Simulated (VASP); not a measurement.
Input of a VASP 6.6.1 run:

The input INCAR:

```
ALGO     = Normal         # electronic algorithm
EDIFF    = 1E-6           # SCF threshold, eV
ENCUT    = 520            # plane-wave cutoff, eV
GGA      = PE             # functional
ISIF     = 2              # what is computed and relaxed
ISMEAR   = 0              # smearing method
LASPH    = True           # aspherical terms in the spheres
LCHARG   = True           # write CHGCAR
LELF     = True           # ELF
LREAL    = False          # projectors in reciprocal space
LVHAR    = True         
LWAVE    = False          # write WAVECAR
NBANDS   = 30             # bands
NELM     = 100            # most SCF steps
PREC     = Accurate       # precision mode
SIGMA    = 0.1            # smearing width, eV
```

Contents of KPOINTS:

```
k-points
0
Gamma
  6 6 4
```

File POSCAR:

```
Be2Ga2C3
1.0
    4.3449390600      0.0000000000      0.0000000000
   -2.1724695300      3.7628276100      0.0000000000
    0.0000000000      0.0000000000      6.7050349000
Be Ga C
2 2 3
Direct
    0.3333333300      0.6666666700      0.5000000000
    0.6666666700      0.3333333300      0.5000000000
    0.0000000000      0.0000000000      0.1671258900
    0.0000000000      0.0000000000      0.8328741100
    0.0000000000      0.0000000000      0.5000000000
    0.3333333300      0.6666666700      0.0000000000
    0.6666666700      0.3333333300      0.0000000000
```

Potentials or basis: VASP PAW PBE potentials, release 64 (Be, Ga_d, C).

Command:

```console
$ cat potpaw_PBE.64/Be/POTCAR potpaw_PBE.64/Ga_d/POTCAR potpaw_PBE.64/C/POTCAR > POTCAR
$ mpirun -np 1 vasp_std > vasp.out
```

(1) Predict the largest force.

(2) What does it give for the pressure?

Results:

(1) 2.712 eV/Å.

(2) -15.9 GPa.

Caveat: forces of over 1 eV/Å act on the atoms, so gaps and moduli don't describe the material at rest.
